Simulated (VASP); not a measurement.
# Ti4Se (I-42m) in VASP: further runs

Runs on Ti4Se. Level: PBE. Tasks: single point.

All numbers are computed with VASP 6.6.1; they aren't measurements. Logs are shortened: lines on timing, memory, paths and dates and some standing lists are left out, and cuts for length are marked.

## Step 1: The cell of the first run

Symmetry: I-42m, No. 121, tetragonal system. The conventional cell has a = 5.406 Å, b = 5.406 Å, c = 6.104 Å, α = 90.00°, β = 90.00°, γ = 90.00°. Within 3.3 Å of Ti (site symmetry m) lie 2 Se at 2.51 to 2.62 Å and 9 Ti at 2.75 to 3.17 Å. Within 3.3 Å of Se (site symmetry -42m) lie 8 Ti at 2.51 to 2.62 Å.

The cell was built from a structure type or drawn by symmetry, and may not be a known phase.

## Step 2: Single point, PBE

File INCAR:

```
SYSTEM = Ti4Se
ALGO     = Normal         ! electronic algorithm
EDIFF    = 1E-6           ! SCF threshold, eV
ENCUT    = 520            ! plane-wave cutoff, eV
GGA      = PE             ! functional
ISIF     = 2              ! what is computed and relaxed
ISMEAR   = 0              ! smearing method
LASPH    = .TRUE.         ! aspherical terms in the spheres
LCHARG   = .FALSE.        ! write CHGCAR
LREAL    = .FALSE.        ! projectors in reciprocal space
LWAVE    = .FALSE.        ! write WAVECAR
NBANDS   = 35             ! bands
NELM     = 100            ! most SCF steps
PREC     = Accurate       ! precision mode
SIGMA    = 0.1            ! smearing width, eV
```

File KPOINTS:

```
k-points
0
G
  10 10 10
  0 0 0
```

File POSCAR:

```
Ti4Se
1.0
   -2.7027915746      2.7027915746      3.0520274919
    2.7027915746     -2.7027915746      3.0520274919
    2.7027915746      2.7027915746     -3.0520274919
Ti Se
4 1
Direct
    0.0469414082      0.0469414082      0.3872566827
    0.6596847255      0.6596847255      0.6127433173
    0.3403152745      0.9530585918      0.0000000000
    0.9530585918      0.3403152745      0.0000000000
    0.5000000000      0.5000000000      0.0000000000
```

Potentials or basis: VASP PAW PBE potentials, release 64 (Ti_sv, Se).

Run with:

```sh
cat potpaw_PBE.64/Ti_sv/POTCAR potpaw_PBE.64/Se/POTCAR > POTCAR
mpirun -np 1 vasp_std > vasp.out
```

OUTCAR:

```text
SYSTEM = Ti4Se
   EDIFF = 1E-6
   ENCUT = 520
   GGA = PE
   ISIF = 2
   ISMEAR = 0
   LASPH = .TRUE.
   LREAL = .FALSE.
   NELM = 100
   PREC = Accurate

 ion  position               nearest neighbor table
   1  0.047  0.047  0.387-   5 2.51   5 2.62   4 2.75   3 2.75
   2  0.660  0.660  0.613-   5 2.51   5 2.62   3 2.75   4 2.75
   3  0.340  0.953  0.000-   5 2.51   5 2.62   1 2.75   2 2.75
   4  0.953  0.340  0.000-   5 2.51   5 2.62   1 2.75   2 2.75
   5  0.500  0.500  0.000-   2 2.51   3 2.51   4 2.51   1 2.51   2 2.62   1 2.62   3 2.62   4 2.62

  LATTYP: Found a body centered tetragonal cell.
 ALAT       =     5.4055831492
 C/A-ratio  =     1.1292130405

  Lattice vectors:

 A1 = (  -2.7027915746,   2.7027915746,   3.0520274919)
 A2 = (   2.7027915746,  -2.7027915746,   3.0520274919)
 A3 = (   2.7027915746,   2.7027915746,  -3.0520274919)

Analysis of symmetry for initial positions (statically):
=====================================================================
 Subroutine PRICEL returns:
 Original cell was already a primitive cell.

 Routine SETGRP: Setting up the symmetry group for a
 body centered tetragonal supercell.

 Subroutine GETGRP returns: Found  8 space group operations
 (whereof  8 operations were pure point group operations)
 out of a pool of 16 trial point group operations.

The static configuration has the point symmetry D_2d.

Analysis of symmetry for dynamics (positions and initial velocities):
=====================================================================
 Subroutine PRICEL returns:
 Original cell was already a primitive cell.

 Routine SETGRP: Setting up the symmetry group for a
 body centered tetragonal supercell.

 Subroutine GETGRP returns: Found  8 space group operations
 (whereof  8 operations were pure point group operations)
 out of a pool of 16 trial point group operations.

The dynamic configuration has the point symmetry D_2d.

 Subroutine INISYM returns: Found  8 space group operations
 (whereof  8 operations are pure point group operations),
 and found     1 'primitive' translations

----------------------------------------------------------------------------------------

                                     Primitive cell

  volume of cell :      89.1812

[... 93 lines left out ...]
   NELM   =    100;   NELMIN=  2; NELMDL= -5     # of ELM steps
   EDIFF  = 0.1E-05   stopping-criterion for ELM
   LREAL  =      F    real-space projection
   EDIFFG = 0.1E-04   stopping-criterion for IOM
   NSW    =      0    number of steps for IOM
   IBRION =     -1    ionic relax: 0-MD 1-quasi-New 2-CG
   NFREE  =      0    steps in history (QN), initial steepest desc. (CG)
   ISIF   =      2    stress and relaxation
   ISYM   =      2    0-nonsym 1-usesym 2-fastsym
   POTIM  = 0.5000    time-step for ionic-motion
   TEBEG  =    0.0;   TEEND  =   0.0 temperature during run
   PSTRESS=    0.0 pullay stress
   NELECT =      54.0000    total number of electrons
   NUPDOWN=      -1.0000    fix difference up-down
   EMIN   =  10.00;   EMAX   =-10.00  energy-range for DOS
   EFERMI =   0.00;   METHOD = LEGACY
   ISMEAR =     0;   SIGMA  =   0.10  broadening in eV -4-tet -1-fermi 0-gaus
   EFERMI_NEDOS =   21; number of points for ismear=-14 and -15
   IALGO  =     38    algorithm
   IMIX   =      4    mixing-type and parameters
     AMIX     =   0.40;   BMIX     =  1.00
     AMIX_MAG =   1.60;   BMIX_MAG =  1.00
  volume/ion in A,a.u.               =      17.84       120.36
  Fermi-wavevector in a.u.,A,eV,Ry     =   1.384995  2.617261 26.098851  1.918211
  Thomas-Fermi vector in A             =   2.509447
   LORBIT       =      0    0 simple, 1 ext, 2 COOP (PROOUT), +10 PAW based schemes
   GGA     = PE    functional components
   LHFCALC =     F    Hartree Fock is set to
   AEXX    =    0.0000 exact exchange contribution
   IVDW    =     0    specifies the selected vdW correction
   LEPSILON=     F    determine dielectric tensor
   LRPA    =     F    only Hartree local field effects (RPA)
 non-spin polarized calculation
 Gauss-broadening in eV      SIGMA  =   0.10
  energy-cutoff  :      520.00
  volume of cell :       89.18
 maximum number of plane-waves:      2430
   NGX = 19   NGY = 19   NGZ = 19

 number of electron      53.9999993 magnetization

 Free energy of the ion-electron system (eV)
  ---------------------------------------------------
  ext. energy  EPLUGINS =         0.00000000
  ---------------------------------------------------
  free energy    TOTEN  =       -36.61669786 eV

  energy without entropy =      -36.58762087  energy(sigma->0) =      -36.60215937

 E-fermi :   8.0697     XC(G=0): -11.2442

 val. band max:        8.0690916561   @ k =  -0.4000   0.5000   0.4000
 cond. band min:       8.0701898386   @ k =  -0.2000  -0.4000   0.2000
 fundamental gap:      0.0010981825
 Fermi energy:         8.0697202434

 k-point     1 :       0.0000    0.0000    0.0000
  band No.  band energies     occupation
      1     -48.9295      2.00000
      2     -48.8366      2.00000
      3     -48.8366      2.00000
      4     -48.8074      2.00000
      5     -25.3459      2.00000
      6     -25.2835      2.00000
[... 901 lines left out ...]
     34       9.7642      0.00000
     35      10.1998      0.00000

 [... further k-points ...]

------------------------ aborting loop because EDIFF is reached ----------------------------------------

  FORCE on cell =-STRESS in cart. coord.  units (eV):
  Direction    XX          YY          ZZ          XY          YZ          ZX
  --------------------------------------------------------------------------------------
  -------------------------------------------------------------------------------------
  Total        0.0146248      0.0146248      0.0212713      0.0000000      0.0000000      0.0000000
  in kB        0.2627403      0.2627403      0.3821483      0.0000000      0.0000000      0.0000000
  external PRESSURE =       0.3025430 kB  Pullay stress =       0.0000000 kB

 VOLUME and BASIS-vectors are now :
 -----------------------------------------------------------------------------
  energy-cutoff  :      520.00
  volume of cell :       89.18
      direct lattice vectors                 reciprocal lattice vectors
    -2.702791575  2.702791575  3.052027492     0.000000000  0.184993917  0.163825523
     2.702791575 -2.702791575  3.052027492     0.184993917  0.000000000  0.163825523
     2.702791575  2.702791575 -3.052027492     0.184993917  0.184993917  0.000000000

 POSITION                                       TOTAL-FORCE (eV/Angst)
 -----------------------------------------------------------------------------------
      1.04667      1.04667     -0.89539        -0.003189     -0.003189     -0.011536
      1.65612      1.65612      2.15664         0.003189      0.003189     -0.011536
      1.65612     -1.65612      3.94741         0.003189     -0.003189      0.011536
     -1.65612      1.65612      3.94741        -0.003189      0.003189      0.011536
      0.00000      0.00000      3.05203        -0.000000      0.000000     -0.000000
 -----------------------------------------------------------------------------------
    total drift:                               -0.000001     -0.000001     -0.000002

  FREE ENERGIE OF THE ION-ELECTRON SYSTEM (eV)
  ---------------------------------------------------
  free  energy   TOTEN  =       -36.6166978596 eV

  energy  without entropy=      -36.5876208723  energy(sigma->0) =      -36.60215937
```

OSZICAR:

```text
N       E                     dE             d eps       ncg     rms          rms(c)
DAV:   1     0.719878977070E+03    0.71988E+03   -0.27417E+04  7148   0.185E+03
DAV:   2     0.552752884491E+02   -0.66460E+03   -0.65301E+03  7140   0.566E+02
DAV:   3    -0.301511150848E+02   -0.85426E+02   -0.83810E+02 11248   0.176E+02
DAV:   4    -0.407512390222E+02   -0.10600E+02   -0.10528E+02 10816   0.555E+01
DAV:   5    -0.413363347948E+02   -0.58510E+00   -0.58462E+00 11320   0.120E+01    0.180E+01
DAV:   6    -0.367052288371E+02    0.46311E+01   -0.21729E+01  9809   0.355E+01    0.456E+00
DAV:   7    -0.366167462606E+02    0.88483E-01   -0.15515E+00 10064   0.672E+00    0.272E+00
DAV:   8    -0.366131464514E+02    0.35998E-02   -0.26406E-01 10703   0.346E+00    0.905E-01
DAV:   9    -0.366169014864E+02   -0.37550E-02   -0.62653E-02 10152   0.158E+00    0.387E-01
DAV:  10    -0.366166766765E+02    0.22481E-03   -0.19872E-02  9420   0.102E+00    0.955E-02
DAV:  11    -0.366167494975E+02   -0.72821E-04   -0.76059E-04 10800   0.229E-01    0.428E-02
DAV:  12    -0.366166988641E+02    0.50633E-04   -0.16462E-04  9874   0.109E-01    0.194E-02
DAV:  13    -0.366166979271E+02    0.93704E-06   -0.25318E-05 10104   0.397E-02    0.511E-03
DAV:  14    -0.366166978596E+02    0.67446E-07   -0.24812E-06  7032   0.101E-02
   1 F= -.36616698E+02 E0= -.36602159E+02  d E =-.290770E-01
```

Run time: 1.9 min. Hardware: 1 thread of Intel Xeon 6975P-C (Granite Rapids), shared host; peak memory 0.38 GiB.

Results:

```
Free energy            : -36.6167 eV
Pressure               : 0.0 GPa
Largest force          : 0.012 eV/Å
Band gap on the k mesh : zero (bands 27 and 28 overlap by 0.15 eV)
```

Forces on the atoms (eV/Å):
```
Ti  -0.003 -0.003 -0.012
Ti   0.003  0.003 -0.012
Ti   0.003 -0.003  0.012
Ti  -0.003  0.003  0.012
Se   0.000  0.000  0.000
```

Levels at points of the mesh, in eV from the Fermi level:
| k point | band 25 | band 26 | band 27 | band 28 | band 29 | band 30 |
| --- | --- | --- | --- | --- | --- | --- |
| (0.00, 0.00, 0.00) | -0.92 | -0.92 | -0.15 | 0.34 | 0.87 | 0.87 |
| (0.50, 0.00, 0.00) | -1.23 | -0.55 | -0.15 | 0.17 | 0.26 | 1.16 |
| (0.50, 0.50, 0.00) | -0.80 | -0.70 | -0.44 | 0.03 | 0.12 | 0.71 |
| (0.50, 0.50, 0.50) | -1.15 | -0.80 | -0.03 | -0.03 | 0.49 | 0.60 |

## Step 3: Single point, PBE, collinear spin

File INCAR:

```
PREC = Accurate
ENCUT = 520
EDIFF = 1E-7
ISMEAR = 0
SIGMA = 0.1
LREAL = False
LASPH = True
NELM = 150
ALGO = Normal
ISIF = 2
LWAVE = False
LCHARG = False
ISPIN = 2
MAGMOM = 1 1 -1 -1 0
LORBIT = 11
LMAXMIX = 4
GGA = PE
NBANDS = 39
```

File KPOINTS:

```
Automatic mesh
0
Gamma
  4 4 4
```

File POSCAR:

```
Ti4Se
1.0
   -3.0536444401      2.7020756977      2.7020756977
    3.0536444401     -2.7020680027      2.7020680027
    3.0536444401      2.7020680027     -2.7020680027
Ti Se
4 1
Direct
    0.3874327351      0.5465083411      0.5465083411
    0.6125672649      0.1590756060      0.1590756060
    0.0000000000     -0.1590759945      0.4534921017
    0.0000000000      0.4534921017     -0.1590759945
    0.0000000000     -0.0000000544     -0.0000000544
```

Potentials or basis: VASP PAW PBE potentials, release 64 (Ti_sv, Se).

Run with:

```sh
cat potpaw_PBE.64/Ti_sv/POTCAR potpaw_PBE.64/Se/POTCAR > POTCAR
mpirun -np 1 vasp_std > vasp.out
```

Run time: 48 s. Hardware: 1 thread of Intel Xeon 6975P-C (Granite Rapids), shared host; peak memory 0.27 GiB.

Results (log left out):

```
Free energy                                           : -36.6198 eV
Pressure                                              : 0.0 GPa
Largest force                                         : 0.008 eV/Å
Band gap on the k mesh                                : zero (filled and empty bands overlap)
Net moment                                            : 0.00 μB per cell
Valence electrons inside the program's atomic spheres : Ti 10.23; Se 4.06
```

Forces in eV/Å, atoms in the order of the input:
```
Ti  -0.007 -0.001 -0.001
Ti  -0.007  0.001  0.001
Ti   0.007  0.001 -0.001
Ti   0.007 -0.001  0.001
Se   0.000  0.000  0.000
```

Levels at points of the mesh, in eV from the Fermi level:
Spin up:
```csv
k point,band 25,band 26,band 27,band 28,band 29,band 30
"(0.00, 0.00, 0.00)",-0.93,-0.93,-0.15,0.34,0.87,0.87
"(0.50, 0.00, 0.00)",-0.81,-0.71,-0.45,0.02,0.13,0.71
"(0.00, 0.50, 0.00)",-1.24,-0.55,-0.15,0.17,0.26,1.15
"(0.50, 0.50, 0.50)",-1.17,-0.79,-0.03,-0.03,0.49,0.60
```
Spin down:
```csv
k point,band 25,band 26,band 27,band 28,band 29,band 30
"(0.00, 0.00, 0.00)",-0.93,-0.93,-0.15,0.34,0.87,0.87
"(0.50, 0.00, 0.00)",-0.81,-0.71,-0.45,0.02,0.13,0.71
"(0.00, 0.50, 0.00)",-1.24,-0.55,-0.15,0.17,0.26,1.15
"(0.50, 0.50, 0.50)",-1.17,-0.79,-0.03,-0.03,0.49,0.60
```

Caveat: the k points lie up to 0.39 Å⁻¹ apart.
